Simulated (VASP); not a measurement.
A run of VASP 6.6.1 is set up as follows.

Contents of INCAR:

```
SYSTEM = Rh
PREC = Accurate
ENCUT = 520
EDIFF = 1E-7
ISMEAR = 0
SIGMA = 0.15
LREAL = .FALSE.
LASPH = .TRUE.
NELM = 60
ALGO = Fast
ISIF = 2
LWAVE = .FALSE.
LCHARG = .FALSE.
GGA = PE
NBANDS = 22
```

KPOINTS

```
regular mesh
0
G
  18 18 10
  0 0 0
```

The input POSCAR:

```
Rh
1.0
    2.6976000000      0.0000000000      0.0000000000
   -1.3488000000      2.3361901292      0.0000000000
    0.0000000000      0.0000000000      4.1746000000
Rh
2
Direct
    0.6666666667      0.3333333333      0.7500000000
    0.3333333333      0.6666666667      0.2500000000
```

Potentials or basis: VASP PAW PBE potentials, release 64 (Rh_pv).

Launch:

```bash
$ cat potpaw_PBE.64/Rh_pv/POTCAR > POTCAR
$ mpirun -np 1 vasp_std > vasp.out
```

Task: Predict the band gap on the k mesh.

Result: Zero (bands 15 and 16 overlap by 2.48 eV).

Task: What does it give for the pressure?

Result: 22.1 GPa.

Stress tensor (GPa, compression positive):
```
17.24  0.00  0.00
 0.00 17.24  0.00
 0.00  0.00 31.91
```

Caveat: the cell stands under pressure.
